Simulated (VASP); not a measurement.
Input of a VASP 6.6.1 run:

The input INCAR:

```
SYSTEM = AlN
PREC = Accurate ; ENCUT = 600
EDIFF = 1E-6 ; ISMEAR = 0
SIGMA = 0.01 ; LREAL = .False.
LASPH = .True. ; NELM = 120
ALGO = Normal ; ISIF = 2
LWAVE = .False. ; LCHARG = .False.
GGA = PS ; NBANDS = 16
GGA_COMPAT = .False.
```

KPOINTS

```
regular mesh
0
Gamma
  6 6 4
  0 0 0
```

File POSCAR:

```
AlN
1.0
    3.1066937622      0.0000000000      0.0000000000
   -1.5533468811      2.6904757198      0.0000000000
    0.0000000000      0.0000000000      4.9785915530
Al N
2 2
Direct
    0.3333333333      0.6666666667     -0.0032954729
    0.6666666667      0.3333333333      0.4967045271
    0.3333333333      0.6666666667      0.3782954729
    0.6666666667      0.3333333333      0.8782954729
```

Potentials or basis: VASP PAW PBE potentials, release 64 (Al, N).

Run with:

```bash
$ cat potpaw_PBE.64/Al/POTCAR potpaw_PBE.64/N/POTCAR > POTCAR
$ mpirun -np 1 vasp_std > vasp.out
```

Problem. What does it give for the band gap on the k mesh?

Solution. 4.17 eV, direct.

Problem. What does it give for the largest force?

Solution. 0.013 eV/Å.

Forces on the atoms (eV/Å):
```
Al   0.000  0.000 -0.013
Al   0.000  0.000 -0.013
N    0.000  0.000  0.013
N    0.000  0.000  0.013
```

Caveat: the PAW data sets were made with another functional, which shifts forces and pressure a little. Expect the measured gap to be larger: semilocal functionals such as PBEsol lack the derivative discontinuity.
